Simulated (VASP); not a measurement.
Wanted: the native input for a VASP 6.6.1 run.

```
Task                   : single point
Functional             : PBE
Potentials or basis    : VASP PAW PBE potentials, release 64 (Al, N)
Cutoff                 : 520 eV
k mesh                 : 9 × 9 × 6
Occupations            : gaussian, width 0.05 eV
Spin                   : no spin polarisation
Dipole correction      : no
Further INCAR settings : ALGO = Normal; EDIFF = 1e-06; NBANDS = 16
```

The structure of AlN lies in POSCAR:

```
AlN
1.0
    3.4792000000      0.0000000000      0.0000000000
   -1.7396000000      3.0130755848      0.0000000000
    0.0000000000      0.0000000000      4.4388000000
Al N
2 2
Direct
    0.3333333333      0.6666666667      0.7500000000
    0.6666666667      0.3333333333      0.2500000000
    0.3333333333      0.6666666667      0.2500000000
    0.6666666667      0.3333333333      0.7500000000
```

These files were run (other wordings do the same):

INCAR

```
PREC = Accurate
ENCUT = 520
EDIFF = 1E-6
ISMEAR = 0
SIGMA = 0.05
LREAL = F
LASPH = T
NELM = 60
ALGO = Normal
ISIF = 2
LWAVE = F
LCHARG = F
GGA = PE
NBANDS = 16
```

KPOINTS

```
Automatic mesh
0
Gamma
  9 9 6
```

Potentials or basis: VASP PAW PBE potentials, release 64 (Al, N).

Command:

```bash
$ cat potpaw_PBE.64/Al/POTCAR potpaw_PBE.64/N/POTCAR > POTCAR
$ mpirun -np 1 vasp_std > vasp.out
```

Results of the run:

* Pressure: -23.5 GPa
* Band gap on the k mesh: 2.06 eV, direct

Run time: 17 s on 1 thread of Intel(R) Xeon(R) Platinum 8488C (Sapphire Rapids), on a shared host, peak memory 0.18 GiB.
